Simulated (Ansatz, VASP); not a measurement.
**One calculation of Si7Sn, two programs**

The input INCAR:

```
SYSTEM = Si7Sn
PREC = Accurate ; ENCUT = 600
EDIFF = 1E-6 ; ISMEAR = 0
SIGMA = 0.01 ; LREAL = .False.
LASPH = .True. ; NELM = 60
ALGO = Normal ; ISIF = 3
LWAVE = .False. ; LCHARG = .False.
GGA = PS ; IBRION = 2
NSW = 100 ; EDIFFG = -0.005
```

The input KPOINTS:

```
regular mesh
0
Gamma
  6 6 6
  0 0 0
```

File POSCAR:

```
Si7Sn
1.0
    5.5681856111      0.0000000000      0.0000000000
    0.0000000000      5.5681856111      0.0000000000
    0.0000000000      0.0000000000      5.5681856111
Si Sn
7 1
Direct
    0.2619187478      0.2619187478      0.2619187478
    0.0000000000      0.5000000000      0.5000000000
    0.5000000000      0.5000000000      0.0000000000
    0.5000000000      0.0000000000      0.5000000000
    0.7380812522      0.2619187478      0.7380812522
    0.7380812522      0.7380812522      0.2619187478
    0.2619187478      0.7380812522      0.7380812522
    0.0000000000      0.0000000000      0.0000000000
```

Input for Ansatz:

```yaml
crystal:
  lattice:
    - [5.5681856111, 0.0, 0.0]
    - [0.0, 5.5681856111, 0.0]
    - [0.0, 0.0, 5.5681856111]
  atoms:
    - { symbol: Si, position: [0.2619187478, 0.2619187478, 0.2619187478] }
    - { symbol: Si, position: [0.0, 0.5, 0.5] }
    - { symbol: Si, position: [0.5, 0.5, 0.0] }
    - { symbol: Si, position: [0.5, 0.0, 0.5] }
    - { symbol: Si, position: [0.7380812522, 0.2619187478, 0.7380812522] }
    - { symbol: Si, position: [0.7380812522, 0.7380812522, 0.2619187478] }
    - { symbol: Si, position: [0.2619187478, 0.7380812522, 0.7380812522] }
    - { symbol: Sn, position: [0.0, 0.0, 0.0] }
basis:
  ecutwfc: 420
kpoints:
  mp_grid: { grid: [6, 6, 6] }
hamiltonian:
  xc: pbesol
scf:
  occupations: { method: gaussian, width: 0.01 }
output:
  forces: true
  stress: true
  eigenvalues: true
  write_density: true
  write_potential: true
  elf: true
  volumetric_format: npy
relax:
  adjacent_minimum: "off"
  f_tol: 0.005
  max_steps: 80
  cell: { stress_tol: 0.05 }
```

Alike in both runs: task relaxation of cell and atoms; functional PBEsol; k mesh 6 × 6 × 6; occupations gaussian, width 0.01 eV; no spin polarisation.

|  | VASP | Ansatz |
| --- | --- | --- |
| version | VASP 6.6.1 | Ansatz 0.2.0 |
| potentials or method | VASP PAW PBE potentials, release 64 (Si, Sn_d), cutoff 600 eV | scalar-relativistic, plane waves, PAW |
| valence electrons in the cell | 42 | 42 |

```csv
,VASP,Ansatz,Ansatz less VASP
"gap on the k mesh at the Fermi level, each at its own relaxed structure (eV)",0.10,0.09,-0.003
relaxed volume (Å³/atom),21.60,21.58,-0.017
relaxed length of the cell vector where the two differ most in proportion (Å),5.570,5.568,-0.0015
```

VASP's potentials were made for PBE, not for PBEsol.
